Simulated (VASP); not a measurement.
Set up this calculation in VASP 6.6.1, as the native input.

```yaml
Task: single point
Functional: LDA
Potentials_or_basis: VASP PAW LDA potentials, release 64 (Sc_sv)
Cutoff: 520 eV
k_mesh: 12 × 12 × 12
Occupations: fermi-dirac, width 0.1 eV
Spin: no spin polarisation
Dipole_correction: no
Further_INCAR_settings: ALGO = Normal; EDIFF = 1e-06; NBANDS = 12
```

The structure of Sc lies in POSCAR:

```
Sc
1.0
    2.9643430049      0.0000000000      0.0000000000
    0.0000000000      2.9643430049      0.0000000000
    0.0000000000      0.0000000000      2.9643430049
Sc
1
Direct
    0.0000000000      0.0000000000      0.0000000000
```

This isn't the form of Sc at room conditions, which is hcp.

These files were run (other wordings do the same):

INCAR

```
SYSTEM = Sc
ALGO = Normal ; EDIFF = 1E-6
ENCUT = 520 ; GGA = CA
ISIF = 2 ; ISMEAR = -1
LASPH = .True. ; LCHARG = .False.
LREAL = .False. ; LWAVE = .False.
NBANDS = 12 ; NELM = 60
PREC = Accurate ; SIGMA = 0.1
```

KPOINTS

```
k-points
0
Gamma
  12 12 12
  0 0 0
```

Potentials or basis: VASP PAW LDA potentials, release 64 (Sc_sv).

Run with:

```sh
$ cat potpaw_LDA.64/Sc_sv/POTCAR > POTCAR
$ mpirun -np 1 vasp_std > vasp.out
```

It gave:

```
Pressure               : -3.8 GPa
Band gap on the k mesh : zero (an odd number of electrons rules out a gap without spin polarisation)
```

Caveat: the cell stands under tension.

Wall time 23 s on 1 thread of Intel Xeon 8259CL (shared host), peak memory 0.14 GiB.
